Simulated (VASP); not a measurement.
The system is BeS.

```
Be S
1.0
     0.00000    2.31730    2.31730
     2.31730    0.00000    2.31730
     2.31730    2.31730    0.00000
Be S
1 1
Direct
  0.00000 0.00000 0.00000
  0.50000 0.50000 0.50000
```

Base run:

| Quantity | Value |
| --- | --- |
| Program | VASP 6.6.1 |
| Functional | r2SCAN |
| Potentials or basis | VASP PAW PBE potentials, release 64 (Be, S) |
| Cutoff | 520 eV |
| k mesh | 10 × 10 × 10 |
| Occupations | gaussian, width 0.01 eV |
| Spin | no spin polarisation |

Its results: band gap on the k mesh 1.39 eV, indirect (least direct gap 4.60 eV); pressure -0.1 GPa.

**Question.** The run is repeated on the same cell with these changes: functional from r2SCAN to PBE. What comes out?

**Answer.** Band gap on the k mesh 1.03 eV, indirect (least direct gap 4.15 eV); pressure -0.4 GPa.

r2SCAN gives the wider gap, since meta-GGAs in the generalised Kohn-Sham scheme recover part of the derivative discontinuity.

Caveats: the PAW data sets were made with another functional, which shifts forces and pressure a little (some runs).

A k mesh can miss the band edges.
